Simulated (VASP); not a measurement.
**RhC: single point with PBE**

Crystal: RhC.

```
Rh C
1.0
     2.09242   -2.30806    0.00000
     2.09242    2.30806    0.00000
     0.00000    0.00000    5.31226
Rh C
2 2
Direct
  0.50000 0.50000 0.74567
  0.50000 0.50000 0.25433
  0.16284 0.16284 0.00000
  0.83716 0.83716 0.00000
```

The cell was generated, and may not be a known phase.

```yaml
Program: VASP 6.6.1
Task: single point
Functional: PBE
Potentials_or_basis: VASP PAW PBE potentials, release 64 (Rh_sv_GW, C)
Cutoff: 700 eV
k_mesh: 6 × 6 × 6
Occupations: gaussian, width 0.1 eV
Spin: no spin polarisation
```

| Item | Value |
| --- | --- |
| Pressure | -0.2 GPa |
| Largest force | 0.031 eV/Å |
| Band gap on the k mesh | zero (bands 21 and 22 overlap by 1.71 eV) |

Forces in eV/Å, atoms in the order of the input:
```
Rh   0.000  0.000 -0.011
Rh   0.000  0.000  0.011
C    0.031  0.000  0.000
C   -0.031  0.000  0.000
```

Stress tensor (GPa, compression positive):
```
-0.08  0.00  0.00
 0.00 -0.27  0.00
 0.00  0.00 -0.11
```

Levels at points of the mesh, in eV from the Fermi level:
```csv
k point,band 19,band 20,band 21,band 22,band 23,band 24
"(0.00, 0.00, 0.00)",-1.43,-0.99,-0.95,-0.47,0.57,1.28
"(0.50, 0.00, 0.00)",-0.92,-0.69,-0.16,0.08,0.61,2.41
"(0.50, 0.50, 0.00)",-0.84,-0.46,-0.33,0.39,1.61,3.33
"(0.00, 0.00, 0.50)",-1.75,-1.61,-1.37,-0.83,0.86,2.10
"(0.50, 0.00, 0.50)",-2.47,-1.62,-0.34,0.89,1.20,1.79
"(0.50, 0.50, 0.50)",-0.56,0.10,0.89,1.22,1.23,1.26
```

Wall time 56 s on 1 thread of AMD EPYC 9R45 96-Core Processor (Zen 5) (shared host), peak memory 0.24 GiB.
